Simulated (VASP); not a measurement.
Write the native input for VASP 6.6.1 that does the following.

| Item | Value |
| --- | --- |
| Task | single point |
| Functional | PBE |
| Dispersion | D3(BJ) |
| Potentials or basis | VASP PAW PBE potentials, release 64 (S, Zr_sv, H) |
| Cutoff | 400 eV |
| k mesh | 6 × 6 × 1 |
| Occupations | gaussian, width 0.05 eV |
| Spin | no spin polarisation |
| Dipole correction | yes |
| Further INCAR settings | ALGO = Normal; EDIFF = 1e-06; NBANDS = 62; NELMDL = -8 |

The structure of Zr2HS4 lies in POSCAR:

```
Zr2HS4
1.0
    7.2976778227      0.0000000000      0.0000000000
   -3.6488389114      6.3199743831      0.0000000000
    0.0000000000      0.0000000000     20.9171506047
S Zr H
8 4 2
Direct
    0.3333333333      0.1666666667      0.1912306354
    0.3333333333      0.6666666667      0.1912306354
    0.8333333333      0.1666666667      0.1912306354
    0.8333333333      0.6666666667      0.1912306354
    0.1666666667      0.3333333333      0.3306927762
    0.1666666667      0.8333333333      0.3306927762
    0.6666666667      0.3333333333      0.3306927762
    0.6666666667      0.8333333333      0.3306927762
    0.0000000000      0.0000000000      0.2609617058
    0.0000000000      0.5000000000      0.2609617058
    0.5000000000      0.0000000000      0.2609617058
    0.5000000000      0.5000000000      0.2609617058
    0.3909545371      0.7819090743      0.3675046736
    0.4423787962      0.8847575924      0.3675046736
```

The input as run:

INCAR

```
SYSTEM = Zr2HS4
PREC = Accurate ; ENCUT = 400
EDIFF = 1E-6 ; ISMEAR = 0
SIGMA = 0.05 ; LREAL = .FALSE.
LASPH = .TRUE. ; NELM = 120
ALGO = Normal ; ISIF = 2
LWAVE = .FALSE. ; LCHARG = .FALSE.
LDIPOL = .TRUE. ; IDIPOL = 3
DIPOL = 0.5 0.5 0.276 ; GGA = PE
IVDW = 12 ; NBANDS = 62
GGA_COMPAT = .FALSE. ; NELMDL = -8
```

KPOINTS

```
regular mesh
0
G
  6 6 1
  0 0 0
```

Potentials or basis: VASP PAW PBE potentials, release 64 (S, Zr_sv, H).

Command:

```sh
$ cat potpaw_PBE.64/S/POTCAR potpaw_PBE.64/Zr_sv/POTCAR potpaw_PBE.64/H/POTCAR > POTCAR
$ mpirun -np 1 vasp_std > vasp.out
```

It gave:

```
Largest force              : 5.103 eV/Å
Band gap on the k mesh     : 0.81 eV (least direct gap 0.93 eV)
Dispersion energy per atom : -0.223 eV
```

Run time: 20 min on 1 thread of Intel(R) Xeon(R) Platinum 8375C CPU @ 2.90GHz (Ice Lake), on a shared host, peak memory 0.91 GiB.
